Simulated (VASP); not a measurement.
Set up this calculation in VASP 6.6.1, as the native input.

- Task: single point
- Functional: RPBE
- Potentials or basis: VASP PAW PBE potentials, release 64 (Gd, O)
- Cutoff: 520 eV
- k mesh: 9 × 9 × 9
- Occupations: fermi-dirac, width 0.05 eV
- Spin: collinear spin, ferromagnetic start
- Starting moments: [7.0, 0.0] μB
- Dipole correction: no
- Further INCAR settings: ALGO = Normal; EDIFF = 1e-06; NBANDS = 23

The structure of GdO lies in POSCAR:

```
GdO
1.0
    0.0000000000      2.7000000000      2.7000000000
    2.7000000000      0.0000000000      2.7000000000
    2.7000000000      2.7000000000      0.0000000000
Gd O
1 1
Direct
    0.0000000000      0.0000000000      0.0000000000
    0.2500000000      0.2500000000      0.2500000000
```

The input as run:

INCAR

```
PREC     = Accurate       # precision mode
ENCUT    = 520            # plane-wave cutoff, eV
EDIFF    = 1E-6           # SCF threshold, eV
ISMEAR   = -1             # smearing method
SIGMA    = 0.05           # smearing width, eV
LREAL    = F              # projectors in reciprocal space
LASPH    = T              # aspherical terms in the spheres
NELM     = 150            # most SCF steps
ALGO     = Normal         # electronic algorithm
ISIF     = 2              # what is computed and relaxed
LWAVE    = F              # write WAVECAR
LCHARG   = T              # write CHGCAR
ISPIN    = 2              # spin polarisation
MAGMOM   = 7 0            # initial moments
LORBIT   = 11             # projections on sites
LMAXMIX  = 6              # l up to which the mixer works
GGA      = RP             # functional
LELF     = T              # ELF
LVHAR    = T            
NBANDS   = 23             # bands
```

KPOINTS

```
regular mesh
0
Gamma
  9 9 9
```

Potentials or basis: VASP PAW PBE potentials, release 64 (Gd, O).

Command:

```sh
$ cat potpaw_PBE.64/Gd/POTCAR potpaw_PBE.64/O/POTCAR > POTCAR
$ mpirun -np 1 vasp_std > vasp.out
```

Results of the run:

* Pressure: 2.2 GPa
* Net moment: 7.68 μB per cell
* Site moments: Gd +6.90; O -0.01 μB
* Valence electrons inside the program's atomic spheres: Gd 15.21; O 5.01

Caveat: the PAW data sets were made with another functional, which shifts forces and pressure a little; a cell with one magnetic atom can't hold antiferromagnetic order, which such compounds often take.

Run time: 57 s on 1 thread of Intel(R) Xeon(R) 6975P-C (Granite Rapids), with other jobs on the host, peak memory 0.21 GiB.
